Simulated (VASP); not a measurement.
Write the native input for VASP 6.6.1 that does the following.

| Property | Result |
| --- | --- |
| Task | single point |
| Functional | PBEsol |
| Potentials or basis | VASP PAW PBE potentials, release 64 (Cu) |
| Cutoff | 520 eV |
| k mesh | 13 × 13 × 7 |
| Occupations | methfessel-paxton, width 0.15 eV |
| Spin | no spin polarisation |
| Dipole correction | no |
| Further INCAR settings | ALGO = Normal; EDIFF = 1e-06; NBANDS = 18 |

The structure of Cu lies in POSCAR:

```
Cu
1.0
    2.4646344268      0.0000000000      0.0000000000
   -1.2323167271      2.1344356573      0.0000000000
    0.0000000000      0.0000000000      3.9998406016
Cu
2
Direct
    0.3333333333      0.6666666667      0.2500000000
    0.6666666667      0.3333333333      0.7500000000
```

The input as run:

INCAR

```
SYSTEM = Cu
PREC = Accurate
ENCUT = 520
EDIFF = 1E-6
ISMEAR = 1
SIGMA = 0.15
LREAL = .False.
LASPH = .True.
NELM = 80
ALGO = Normal
ISIF = 2
LWAVE = .False.
LCHARG = .False.
GGA = PS
NBANDS = 18
```

KPOINTS

```
Automatic mesh
0
Gamma
  13 13 7
  0 0 0
```

Potentials or basis: VASP PAW PBE potentials, release 64 (Cu).

The run is started by

```bash
$ cat potpaw_PBE.64/Cu/POTCAR > POTCAR
$ mpirun -np 1 vasp_std > vasp.out
```

It gave:

- Pressure: 15.4 GPa
- Band gap on the k mesh: zero (band 11 reaches 12.17 eV, above the bottom of band 12 at 6.88 eV)

Caveat: the PAW data sets were made with another functional, which shifts forces and pressure a little.

It took 22 s on 1 thread of AMD EPYC 7R43 64-Core Processor (Zen 3), with other jobs on the host, peak memory 0.11 GiB.
